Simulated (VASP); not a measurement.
Here is a VASP 6.6.1 calculation.

Contents of INCAR:

```
SYSTEM = SnO2
PREC = Accurate ; ENCUT = 520
EDIFF = 1E-6 ; ISMEAR = -1
SIGMA = 0.05 ; LREAL = .FALSE.
LASPH = .TRUE. ; NELM = 60
ALGO = Normal ; ISIF = 2
LWAVE = .FALSE. ; LCHARG = .FALSE.
GGA = PE ; NBANDS = 35
```

File KPOINTS:

```
Automatic mesh
0
G
  4 4 6
  0 0 0
```

The input POSCAR:

```
SnO2
1.0
    4.7380000000      0.0000000000      0.0000000000
    0.0000000000      4.7380000000      0.0000000000
    0.0000000000      0.0000000000      3.1865000000
Sn O
2 4
Direct
    0.5000000000      0.5000000000      0.5000000000
    0.0000000000      0.0000000000      0.0000000000
    0.8071000000      0.1929000000      0.5000000000
    0.6929000000      0.6929000000      0.0000000000
    0.1929000000      0.8071000000      0.5000000000
    0.3071000000      0.3071000000      0.0000000000
```

Potentials or basis: VASP PAW PBE potentials, release 64 (Sn_d, O).

Command:

```console
$ cat potpaw_PBE.64/Sn_d/POTCAR potpaw_PBE.64/O/POTCAR > POTCAR
$ mpirun -np 1 vasp_std > vasp.out
```

Task: Estimate the largest force.

Result: 0.294 eV/Å.

Task: Predict the pressure.

Result: 11.8 GPa.

Task: Predict the band gap on the k mesh.

Result: 1.27 eV, direct.

Stress tensor (GPa, compression positive):
```
10.69  0.00  0.00
 0.00 10.69  0.00
 0.00  0.00 13.98
```

Caveat: spin-orbit coupling is left out, which moves the levels of the heavy elements. PBE gaps usually lie below the measured ones, often by a third to a half.
